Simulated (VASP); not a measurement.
**Al6N5 (a cell with a defect): single point with PBEsol**

System: Al6N5 (a cell with a defect).

```
Al N
1.0
    -3.30147    0.00000    4.13987
     1.65073   -2.85916    4.13987
     1.65073    2.85916    4.13987
Al N
6 5
Direct
  0.25000 0.91667 0.58333
  0.58333 0.25000 0.91667
  0.91667 0.58333 0.25000
  0.75000 0.08333 0.41667
  0.08333 0.41667 0.75000
  0.41667 0.75000 0.08333
  0.41667 0.08333 0.75000
  0.75000 0.41667 0.08333
  0.93750 0.18750 0.56250
  0.25000 0.58333 0.91667
  0.58333 0.91667 0.25000
```

This cell differs from its parent crystal: atoms taken out, atom 9 moved 0.125 of the way to it and +0.000 Å across, host rigid.

* Program: VASP 6.6.1
* Task: single point
* Functional: PBEsol
* Potentials or basis: VASP PAW PBE potentials, release 64 (Al, N)
* Cutoff: 520 eV
* k mesh: 6 × 6 × 6
* Occupations: gaussian, width 0.05 eV
* Spin: no spin polarisation

| Quantity | Value |
| --- | --- |
| Largest force | 5.167 eV/Å |

Forces on the atoms (eV/Å):
```
Al  -3.089  1.820  3.389
Al  -0.781  0.027 -0.331
Al  -0.406  0.539 -3.189
Al   2.045 -1.044 -1.382
Al  -0.188  2.464  0.322
Al  -2.043 -1.219  0.006
N    0.666 -0.095  0.025
N   -0.271 -0.681 -0.898
N    3.915 -2.628  2.114
N    0.374 -0.334 -0.031
N   -0.222  1.151 -0.025
```

Levels at points of the mesh, in eV from the Fermi level:
```
           k point  band 18  band 19  band 20  band 21  band 22  band 23
(0.00, 0.00, 0.00)    -0.60    -0.40     0.02     0.33     3.76     4.38
(0.50, 0.00, 0.00)    -1.00    -0.62    -0.23     0.18     3.15     4.30
(0.00, 0.50, 0.00)    -0.97    -0.58    -0.32     0.24     3.09     4.08
(0.00, 0.00, 0.50)    -1.09    -0.46    -0.20     0.12     3.09     4.39
(0.50, 0.50, 0.00)    -1.44    -0.60    -0.28     0.12     3.50     4.07
(0.50, 0.00, 0.50)    -1.27    -0.65    -0.15    -0.02     3.75     3.91
(0.00, 0.50, 0.50)    -1.33    -0.49    -0.16     0.26     3.43     4.07
(0.50, 0.50, 0.50)    -1.60    -1.43    -1.21     1.11     3.38     3.73
```

It took 12 min on 1 thread of Intel Xeon 8259CL, on a shared host, peak memory 0.44 GiB.

Caveat: the cell carries a net charge on a neutralising background, which shifts energy and pressure; the cell differs from its parent crystal (atoms taken out, atom 9 moved 0.125 of the way to it and +0.000 Å across, host rigid); the cell is charged against a uniform background, so pressure and absolute levels hang on convention; the PAW data sets were made with another functional, which shifts forces and pressure a little.
